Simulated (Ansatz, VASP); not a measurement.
## One calculation of SrTe, two programs

```
CELL_PARAMETERS angstrom
0.00000 3.32194 3.32194
3.32194 0.00000 3.32194
3.32194 3.32194 0.00000
ATOMIC_POSITIONS crystal
Sr 0.00000 0.00000 0.00000
Te 0.50000 0.50000 0.50000
```

Change from the starting cell: volume scaled by 0.97.

Alike in both runs: task single point; functional PBE; k mesh 7 × 7 × 7; occupations fermi-dirac, width 0.01 eV; no spin polarisation.

|  | VASP | Ansatz |
| --- | --- | --- |
| version | VASP 6.6.1 | Ansatz 0.2.0 |
| potentials or method | VASP PAW PBE potentials, release 64 (Sr_sv, Te), cutoff 500 eV | all-electron LAPW, scalar-relativistic |

|  | VASP | Ansatz | Ansatz less VASP |
| --- | --- | --- | --- |
| gap on the k mesh at the Fermi level (eV) | 1.73 | 1.75 | +0.025 |
| pressure (GPa) | 1.3 | 1.2 | -0.09 |

Ansatz ran all-electron here, and VASP with PAW potentials.

Spin-orbit coupling is off throughout.
